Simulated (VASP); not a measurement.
Here is a VASP 6.6.1 calculation.

The input INCAR:

```
PREC = Accurate
ENCUT = 600
EDIFF = 1E-6
ISMEAR = 0
SIGMA = 0.023
LREAL = False
LASPH = True
NELM = 200
ALGO = Normal
ISIF = 2
LWAVE = False
LCHARG = True
ISPIN = 2
MAGMOM = 3 0
LORBIT = 11
LMAXMIX = 4
GGA = PE
LELF = True
LVHAR = True
NBANDS = 22
GGA_COMPAT = False
```

File KPOINTS:

```
Automatic mesh
0
Gamma
  11 11 11
```

POSCAR

```
FeO
1.0
    0.0000000000      2.1554000000      2.1554000000
    2.1554000000      0.0000000000      2.1554000000
    2.1554000000      2.1554000000      0.0000000000
Fe O
1 1
Direct
    0.0000000000      0.0000000000      0.0000000000
    0.5000000000      0.5000000000      0.5000000000
```

Potentials or basis: VASP PAW PBE potentials, release 64 (Fe_sv, O).

Command:

```sh
$ cat potpaw_PBE.64/Fe_sv/POTCAR potpaw_PBE.64/O/POTCAR > POTCAR
$ mpirun -np 1 vasp_std > vasp.out
```

Problem. Predict the site moments.

Solution. Fe +3.48; O +0.30 μB.

Problem. Estimate the pressure.

Solution. -2.6 GPa.

Problem. Predict the net moment.

Solution. 4.00 μB per cell.

Caveat: a cell with one magnetic atom can't hold antiferromagnetic order, which such compounds often take; semilocal functionals often make such compounds metallic where correlation or magnetic order opens a gap, which also shifts bond lengths.

**Measured values to compare with.**

From “W\"ustite: Electric, thermodynamic and optical properties of FeO”, 2012, arxiv:1203.1201, for a bulk crystal of FeO: band gap 2.4 eV (optical).

A measured gap of FeO is 2.4 eV (optical; quoted in “W\"ustite: Electric, thermodynamic and optical properties of FeO”, 2012, arxiv:1203.1201); the calculated 0.00 eV misses it by -2.40 eV. So large a miss can be the level of theory's own, or it may mean another phase, state or a wrong row. The value is that of PBE on a finite k mesh, which can miss the band edges, without temperature or zero-point motion. Semilocal functionals fall short of measured gaps as a rule. The run's magnetic order (collinear spin, ferromagnetic start) needn't be the measured crystal's.
